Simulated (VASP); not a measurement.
# Al (a cell with a defect) in VASP: single point with PBE

Aim: the single point of Al (a cell with a defect) with PBE.

Everything below comes from runs of VASP 6.6.1. Logs are shortened: lines on timing, memory, paths and dates and some standing lists are left out, and cuts for length are marked.

## 1. The cell of the first run

The cell holds a defect, 33 atoms: a = 8.100 Å, b = 8.100 Å, c = 8.100 Å, α = 90.00°, β = 90.00°, γ = 90.00°.

## 2. Single point, PBE

INCAR

```
PREC = Accurate
ENCUT = 520
EDIFF = 1E-6
ISMEAR = 0
SIGMA = 0.05
LREAL = Auto
LASPH = True
NELM = 80
ALGO = Normal
ISIF = 2
LWAVE = False
LCHARG = False
GGA = PE
NBANDS = 72
```

KPOINTS

```
Automatic mesh
0
Gamma
  2 2 2
```

POSCAR

```
Al
1.0
    8.1000000000      0.0000000000      0.0000000000
    0.0000000000      8.1000000000      0.0000000000
    0.0000000000      0.0000000000      8.1000000000
Al
33
Direct
    0.5051246914      0.0095077778      0.0113518519
    0.7534114815      0.2509346914      0.0047113580
    0.7459743210      0.0050628395      0.2553471605
    0.0010200000      0.0035941975      0.0020876543
    0.2512890123      0.2503296296      0.0046966667
    0.5033780247      0.4957735802      0.0057265432
    0.7650151852      0.7500651852      0.0106734568
    0.2520451852      0.0258644444      0.2380843210
    0.5034975309      0.2510040741      0.2555003704
    0.7426496296      0.4928882716      0.2550480247
    0.4988337037      0.0026888889      0.5074064198
    0.7506258025      0.2504993827      0.5026780247
    0.7638029630      0.0111583951      0.7526446914
    0.0002402469      0.4958249383     -0.0011751852
    0.2535122222      0.7506907407      0.0006293827
   -0.0060350617      0.2523072840      0.2491954321
    0.2502186420      0.4867180247      0.2448393827
    0.5006450617      0.7502438272      0.2575861728
   -0.0059196296      0.0107165432      0.4967729630
    0.2487630864      0.2488412346      0.4993456790
    0.5032376543      0.4863072840      0.5058208642
    0.7475048148      0.7500927160      0.5055276543
    0.2507506173      0.0208727160      0.7581341975
    0.5098172840      0.2477723457      0.7571888889
    0.7579516049      0.4948458025      0.7532018519
   -0.0419203704      0.7421975309      0.2347900000
   -0.0002896296      0.4965728395      0.4984139506
    0.1986969136      0.7666864198      0.3944996296
   -0.0032650617      0.2488417284      0.7510995062
    0.2467516049      0.4619011111      0.7627518519
    0.5649556790      0.7632698765      0.7969576543
    0.0042359259      0.7508195062      0.7450786420
    0.3253581481      0.7315166667      0.6459183951
```

Potentials or basis: VASP PAW PBE potentials, release 64 (Al).

Started as:

```sh
$ cat potpaw_PBE.64/Al/POTCAR > POTCAR
$ mpirun -np 1 vasp_std > vasp.out
```

OUTCAR:

```text
PREC = Accurate
   ENCUT = 520
   EDIFF = 1E-6
   ISMEAR = 0
   LREAL = Auto
   LASPH = True
   NELM = 80
   ISIF = 2
   GGA = PE

 ion  position               nearest neighbor table
   1  0.505  0.010  0.011-  31 2.69   8 2.76   3 2.78   9 2.78   2 2.81  24 2.82   5 2.83  18 2.90
                            23 2.91  15 2.93  13 2.96   7 2.97
   2  0.753  0.251  0.005-  16 2.78   1 2.81  24 2.81  14 2.82  13 2.82  10 2.82   6 2.83   4 2.83
                            25 2.84   3 2.84  29 2.85   9 2.87
   3  0.746  0.005  0.255-  26 2.74   1 2.78   9 2.80  19 2.80  12 2.82  16 2.84   2 2.84  11 2.86
                            18 2.87   7 2.87  22 2.89   4 2.91
   4  0.001  0.004  0.002-  13 2.79   8 2.80   7 2.81  23 2.83   2 2.83  16 2.84  29 2.84   5 2.85
                            26 2.86  15 2.89   3 2.91  32 2.92
   5  0.251  0.250  0.005-  30 2.60   8 2.62  23 2.73  17 2.73   1 2.83  14 2.84   4 2.85   6 2.85
                            16 2.88   9 2.88  24 2.90  29 2.91
   6  0.503  0.496  0.006-  31 2.79  10 2.80  17 2.82   9 2.83   2 2.83  24 2.84   5 2.85  30 2.88
                            15 2.89  18 2.90  25 2.90   7 2.96
   7  0.765  0.750  0.011-  31 2.37  26 2.40   4 2.81  14 2.81   3 2.87  10 2.88  32 2.90  18 2.93
                            25 2.94   6 2.96  13 2.97   1 2.97
   8  0.252  0.026  0.238-  28 2.49   5 2.62   9 2.74   1 2.76  20 2.78  16 2.78   4 2.80  15 2.94
                            19 2.96  11 2.96  18 3.01  26 3.31
   9  0.503  0.251  0.256-   8 2.74  10 2.76   1 2.78  21 2.78   3 2.80  17 2.80  12 2.83   6 2.83
                            20 2.86  11 2.87   2 2.87   5 2.88
  10  0.743  0.493  0.255-  26 2.67   9 2.76   6 2.80  12 2.81  21 2.81  16 2.82   2 2.82  18 2.86
                            27 2.87   7 2.88  22 2.91  14 2.94
  11  0.499  0.003  0.507-  24 2.84  33 2.84  20 2.84   3 2.86  23 2.86  12 2.86   9 2.87  22 2.87
                            18 2.88  13 2.93   8 2.96  31 3.09  28 3.23
  12  0.751  0.250  0.503-  19 2.77  21 2.77  13 2.81  10 2.81   3 2.82   9 2.83  29 2.83  25 2.84
                            27 2.84  24 2.84  16 2.85  11 2.86
  13  0.764  0.011  0.753-  31 2.60  29 2.70  19 2.79   4 2.79  12 2.81  24 2.81   2 2.82  32 2.87
                            22 2.91  11 2.93   1 2.96   7 2.97
  14  0.000  0.496  0.999-  30 2.78  26 2.78  25 2.79   7 2.81   2 2.82  16 2.83  29 2.83  17 2.84
                             5 2.84  15 2.91  32 2.91  10 2.94
  15  0.254  0.751  0.001-  18 2.89   6 2.89  32 2.89   4 2.89  14 2.91  17 2.91   1 2.93  33 2.94
                            23 2.94   8 2.94  31 3.02  30 3.03  26 3.05  28 3.22
  16  0.994  0.252  0.249-   2 2.78   8 2.78  19 2.80  17 2.81  10 2.82  27 2.83  14 2.83   3 2.84
                             4 2.84  12 2.85   5 2.88  20 2.89
  17  0.250  0.487  0.245-  28 2.61   5 2.73   9 2.80  16 2.81   6 2.82  20 2.82  14 2.84  27 2.89
                            15 2.91  21 2.94  18 2.95  26 3.14
  18  0.501  0.750  0.258-  28 2.69  22 2.83  10 2.86   3 2.87  11 2.88  15 2.89   1 2.90   6 2.90
                             7 2.93  21 2.93  17 2.95   8 3.01
  19  0.994  0.011  0.497-  28 2.71  12 2.77  13 2.79  16 2.80   3 2.80  29 2.82  20 2.82  22 2.91
                            32 2.91   8 2.96  23 2.97  26 3.05
  20  0.249  0.249  0.499-  30 2.74   8 2.78  23 2.79  21 2.82  17 2.82  19 2.82  11 2.84  27 2.85
                             9 2.86  29 2.89  16 2.89  24 2.97
  21  0.503  0.486  0.506-  33 2.70  12 2.77   9 2.78  24 2.81  10 2.81  20 2.82  25 2.88  22 2.91
                            18 2.93  17 2.94  30 2.95  31 3.29
  22  0.748  0.750  0.506-  26 2.78  31 2.79  18 2.83  32 2.84  11 2.87  25 2.88   3 2.89  27 2.90
                            19 2.91  10 2.91  21 2.91  13 2.91
  23  0.251  0.021  0.758-  33 2.59   5 2.73  29 2.77  24 2.79  20 2.79   4 2.83  11 2.86   1 2.91
                            15 2.94  32 2.96  19 2.97  31 3.31
  24  0.510  0.248  0.757-  30 2.75  23 2.79  21 2.81  13 2.81   2 2.81   1 2.82  11 2.84  25 2.84
                            12 2.84   6 2.84   5 2.90  20 2.97
  25  0.758  0.495  0.753-  31 2.70  29 2.78  14 2.79  12 2.84  24 2.84   2 2.84  27 2.85  21 2.88
                            32 2.88  22 2.88   6 2.90   7 2.94
  26  0.958  0.742  0.235-  28 2.35   7 2.40  10 2.67   3 2.74  22 2.78  14 2.78   4 2.86  27 2.94
                            19 3.05  15 3.05  17 3.14   8 3.31
  27  1.000  0.497  0.498-  16 2.83  12 2.84  28 2.84  25 2.85  20 2.85  29 2.87  10 2.87  32 2.87
                            17 2.89  22 2.90  26 2.94  30 2.94
  28  0.199  0.767  0.394-  33 2.30  26 2.35   8 2.49  17 2.61  18 2.69  19 2.71  27 2.84  15 3.22
                            11 3.23  32 3.25
  29  0.997  0.249  0.751-  30 2.66  13 2.70  23 2.77  25 2.78  19 2.82  12 2.83  14 2.83   4 2.84
                             2 2.85  27 2.87  20 2.89   5 2.91
  30  0.247  0.462  0.763-  33 2.46   5 2.60  29 2.66  20 2.74  24 2.75  14 2.78   6 2.88  27 2.94
                            21 2.95  15 3.03  32 3.06
  31  0.565  0.763  0.797-  33 2.31   7 2.37  13 2.60   1 2.69  25 2.70  22 2.79   6 2.79  15 3.02
                            11 3.09  21 3.29  23 3.31
  32  0.004  0.751  0.745-  33 2.73  22 2.84  27 2.87  13 2.87  25 2.88  15 2.89   7 2.90  19 2.91
                            14 2.91   4 2.92  23 2.96  30 3.06  28 3.25
  33  0.325  0.732  0.646-  28 2.30  31 2.31  30 2.46  23 2.59  21 2.70  32 2.73  11 2.84  15 2.94

  LATTYP: Found a simple cubic cell.
 ALAT       =     8.1000000000

  Lattice vectors:

 A1 = (   8.1000000000,   0.0000000000,   0.0000000000)
 A2 = (   0.0000000000,   8.1000000000,   0.0000000000)
 A3 = (   0.0000000000,   0.0000000000,   8.1000000000)

Analysis of symmetry for initial positions (statically):
[... 149 lines left out ...]
  0.000000  0.500000  0.500000      1.000000
  0.500000  0.000000  0.500000      1.000000
  0.500000  0.500000  0.500000      1.000000
   k-points           NKPTS =      8   k-points in BZ     NKDIM =      8   number of bands    NBANDS=     72
   number of dos      NEDOS =    301   number of ions     NIONS =     33
   total plane-waves  NPLWV = 216000
   dimension x,y,z NGX =    60 NGY =   60 NGZ =   60
   dimension x,y,z NGXF=   120 NGYF=  120 NGZF=  120
   ions per type =              33
   NGX,Y,Z   is equivalent  to a cutoff of  12.31, 12.31, 12.31 a.u.
   NGXF,Y,Z  is equivalent  to a cutoff of  24.63, 24.63, 24.63 a.u.
 SYSTEM =  unknown system
   PREC   = accura    normal or accurate (medium, high low for compatibility)
   ISTART =      0    job   : 0-new  1-cont  2-samecut
   ICHARG =      2    charge: 1-file 2-atom 10-const
   ISPIN  =      1    spin polarized calculation?
   LNONCOLLINEAR =      F non collinear calculations
   LSORBIT =      F    spin-orbit coupling
   LASPH  =      T    aspherical Exc in radial PAW
   ENCUT  =  520.0 eV  38.22 Ry    6.18 a.u.  15.06 15.06 15.06*2*pi/ulx,y,z
   NELM   =     80;   NELMIN=  2; NELMDL= -5     # of ELM steps
   EDIFF  = 0.1E-05   stopping-criterion for ELM
   LREAL  =      T    real-space projection
   EDIFFG = 0.1E-04   stopping-criterion for IOM
   NSW    =      0    number of steps for IOM
   IBRION =     -1    ionic relax: 0-MD 1-quasi-New 2-CG
   NFREE  =      0    steps in history (QN), initial steepest desc. (CG)
   ISIF   =      2    stress and relaxation
   ISYM   =      2    0-nonsym 1-usesym 2-fastsym
   POTIM  = 0.5000    time-step for ionic-motion
   TEBEG  =    0.0;   TEEND  =   0.0 temperature during run
   PSTRESS=    0.0 pullay stress
   NELECT =      99.0000    total number of electrons
   NUPDOWN=      -1.0000    fix difference up-down
   EMIN   =  10.00;   EMAX   =-10.00  energy-range for DOS
   EFERMI =   0.00;   METHOD = LEGACY
   ISMEAR =     0;   SIGMA  =   0.05  broadening in eV -4-tet -1-fermi 0-gaus
   EFERMI_NEDOS =   21; number of points for ismear=-14 and -15
   IALGO  =     38    algorithm
   IMIX   =      4    mixing-type and parameters
     AMIX     =   0.40;   BMIX     =  1.00
     AMIX_MAG =   1.60;   BMIX_MAG =  1.00
  volume/ion in A,a.u.               =      16.10       108.68
  Fermi-wavevector in a.u.,A,eV,Ry     =   0.934978  1.766853 11.894002  0.874184
  Thomas-Fermi vector in A             =   2.061839
   LORBIT       =      0    0 simple, 1 ext, 2 COOP (PROOUT), +10 PAW based schemes
   GGA     = PE    functional components
   LHFCALC =     F    Hartree Fock is set to
   AEXX    =    0.0000 exact exchange contribution
   IVDW    =     0    specifies the selected vdW correction
   LEPSILON=     F    determine dielectric tensor
   LRPA    =     F    only Hartree local field effects (RPA)
 non-spin polarized calculation
 Gauss-broadening in eV      SIGMA  =   0.05
  energy-cutoff  :      520.00
  volume of cell :      531.44
 maximum number of plane-waves:     14400
   NGX = 31   NGY = 31   NGZ = 31

 number of electron      99.0000000 magnetization

 Free energy of the ion-electron system (eV)
  ---------------------------------------------------
  ext. energy  EPLUGINS =         0.00000000
  ---------------------------------------------------
  free energy    TOTEN  =      -120.71144947 eV

  energy without entropy =     -120.69598551  energy(sigma->0) =     -120.70371749

 E-fermi :   7.8818     XC(G=0): -10.2725

 val. band max:        7.8780994850   @ k =   0.5000   0.0000   0.0000
 cond. band min:       7.8919443432   @ k =   0.0000   0.0000   0.5000
 fundamental gap:      0.0138448582
 Fermi energy:         7.8817682814

 k-point     1 :       0.0000    0.0000    0.0000
  band No.  band energies     occupation
      1      -3.0736      2.00000
      2      -0.9816      2.00000
      3      -0.9328      2.00000
      4      -0.9102      2.00000
      5      -0.7659      2.00000
      6      -0.7453      2.00000
[... 501 lines left out ...]
     60      11.1396      0.00000
     61      11.2693      0.00000
 [bands above 61 left out]

------------------------ aborting loop because EDIFF is reached ----------------------------------------

  FORCE on cell =-STRESS in cart. coord.  units (eV):
  Direction    XX          YY          ZZ          XY          YZ          ZX
  --------------------------------------------------------------------------------------
  -------------------------------------------------------------------------------------
  Total       18.1140899     15.9253118     16.9810039      0.6946224     -1.0570523     10.1625774
  in kB       54.6099833     48.0113004     51.1939792      2.0941334     -3.1867794     30.6379282
  external PRESSURE =      51.2717543 kB  Pullay stress =       0.0000000 kB

 VOLUME and BASIS-vectors are now :
 -----------------------------------------------------------------------------
  energy-cutoff  :      520.00
  volume of cell :      531.44
      direct lattice vectors                 reciprocal lattice vectors
     8.100000000  0.000000000  0.000000000     0.123456790  0.000000000  0.000000000
     0.000000000  8.100000000  0.000000000     0.000000000  0.123456790  0.000000000
     0.000000000  0.000000000  8.100000000     0.000000000  0.000000000  0.123456790

 POSITION                                       TOTAL-FORCE (eV/Angst)
 -----------------------------------------------------------------------------------
      4.09151      0.07701      0.09195         0.039657     -0.018909     -0.042954
      6.10263      2.03257      0.03816        -0.001945     -0.000820      0.004592
      6.04239      0.04101      2.06831        -0.007430      0.006318      0.004904
      0.00826      0.02911      0.01691        -0.023861     -0.011634      0.040060
      2.03544      2.02767      0.03804         0.014748     -0.003868      0.014451
      4.07736      4.01577      0.04638         0.026379      0.024494     -0.049571
[... 25 lines left out ...]
      0.03431      6.08164      6.03514        -0.114381      0.002024      0.053489
      2.63540      5.92529      5.23194        -0.492840      0.033665      0.382617
 -----------------------------------------------------------------------------------
    total drift:                               -0.005049      0.001273     -0.011535

  FREE ENERGIE OF THE ION-ELECTRON SYSTEM (eV)
  ---------------------------------------------------
  free  energy   TOTEN  =      -120.7114494741 eV

  energy  without entropy=     -120.6959855144  energy(sigma->0) =     -120.70371749
```

It took 12 min on 1 thread of Intel Xeon 8259CL, shared host; peak memory 0.55 GiB.

What came out:

| Property | Result |
| --- | --- |
| Free energy | -120.7114 eV |
| Pressure | 5.1 GPa |
| Largest force | 0.625 eV/Å |
| Band gap on the k mesh | zero (an odd number of electrons rules out a gap without spin polarisation) |

Forces in eV/Å, atoms in the order of the input:
```
Al   0.040 -0.019 -0.043
Al  -0.002 -0.001  0.005
Al  -0.007  0.006  0.005
Al  -0.024 -0.012  0.040
Al   0.015 -0.004  0.014
Al   0.026  0.024 -0.050
Al   0.000 -0.019  0.021
Al   0.030  0.089 -0.033
Al   0.036  0.020  0.034
Al  -0.011 -0.011  0.006
Al  -0.054 -0.113  0.016
Al  -0.012  0.001  0.010
Al   0.020  0.021 -0.022
Al  -0.026  0.004  0.047
Al   0.014  0.002  0.019
Al  -0.002  0.001  0.025
Al   0.031 -0.068 -0.036
Al   0.151 -0.008 -0.106
Al   0.063 -0.097 -0.040
Al  -0.002 -0.008 -0.013
Al  -0.073  0.161  0.056
Al   0.000 -0.008 -0.002
Al  -0.040  0.118  0.047
Al   0.021  0.006 -0.034
Al   0.013 -0.008 -0.021
Al  -0.057  0.022  0.147
Al   0.042  0.052 -0.008
Al   0.369 -0.031 -0.299
Al  -0.042 -0.007 -0.019
Al  -0.026 -0.141  0.022
Al   0.114 -0.009 -0.224
Al  -0.114  0.002  0.053
Al  -0.493  0.034  0.383
```

Caveat: the k points lie up to 0.39 Å⁻¹ apart, too coarse for converged energies and pressures of a metal.
